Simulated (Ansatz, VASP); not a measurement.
HfC: VASP beside Ansatz

Contents of POSCAR:

```
HfC
1.0
    0.0000000000      2.2730284846      2.2730284846
    2.2730284846      0.0000000000      2.2730284846
    2.2730284846      2.2730284846      0.0000000000
Hf C
1 1
Direct
    0.5000000000      0.5000000000      0.5000000000
    0.0000000000      0.0000000000      0.0000000000
```

INCAR.step1

```
ALGO     = Normal         # electronic algorithm
EDIFF    = 1E-4           # SCF threshold, eV
ENCUT    = 520            # plane-wave cutoff, eV
GGA      = PE             # functional
ISMEAR   = 0              # smearing method
LASPH    = T              # aspherical terms in the spheres
LCHARG   = F              # write CHGCAR
LREAL    = F              # projectors in reciprocal space
LWAVE    = T              # write WAVECAR
NBANDS   = 14             # bands
NELM     = 80             # most SCF steps
PREC     = Accurate       # precision mode
SIGMA    = 0.1            # smearing width, eV
```

File INCAR.step2:

```
ALGO     = Normal         # electronic algorithm
EDIFF    = 1E-7           # SCF threshold, eV
ENCUT    = 520            # plane-wave cutoff, eV
ISIF     = 2              # what is computed and relaxed
ISMEAR   = 0              # smearing method
ISTART   = 1            
LASPH    = T              # aspherical terms in the spheres
LCHARG   = T              # write CHGCAR
LELF     = T              # ELF
LMIXTAU  = T            
LREAL    = F              # projectors in reciprocal space
LVHAR    = T            
LWAVE    = F              # write WAVECAR
METAGGA  = R2SCAN         # meta-GGA
NBANDS   = 14             # bands
NELM     = 80             # most SCF steps
PREC     = Accurate       # precision mode
SIGMA    = 0.1            # smearing width, eV
```

File KPOINTS:

```
k-points
0
Gamma
  16 16 16
```

Input for Ansatz:

```yaml
crystal:
  lattice:
    - [0.0, 2.2730284846, 2.2730284846]
    - [2.2730284846, 0.0, 2.2730284846]
    - [2.2730284846, 2.2730284846, 0.0]
  atoms:
    - { symbol: Hf, position: [0.5, 0.5, 0.5] }
    - { symbol: C, position: [0.0, 0.0, 0.0] }
basis:
  ecutwfc: 500
kpoints:
  mp_grid: { grid: [16, 16, 16] }
hamiltonian:
  xc: r2scan
scf:
  occupations: { method: gaussian, width: 0.1 }
output:
  forces: true
  stress: true
  eigenvalues: true
```

Alike in both runs: task single point; functional r2SCAN; k mesh 16 × 16 × 16; occupations gaussian, width 0.1 eV; no spin polarisation.

|  | VASP | Ansatz |
| --- | --- | --- |
| version | VASP 6.6.1 | Ansatz 0.2.0 |
| potentials or method | VASP PAW PBE potentials, release 64 (Hf_pv, C), cutoff 520 eV | scalar-relativistic, plane waves, PAW |
| valence electrons in the cell | 14 | 30 |

```csv
,VASP,Ansatz,Ansatz less VASP
gap on the k mesh at the Fermi level (eV),none,none,-
pressure (GPa),16.3,17.1,+0.75
```

VASP's potentials were made for PBE, not for r2SCAN. A gap of «none» marks a metal or a gap that the smearing closes. VASP's potentials hold 14 valence electrons a cell and Ansatz's 30, so a difference there can come from the potentials and not from the codes.

Neither program's run includes spin-orbit coupling.
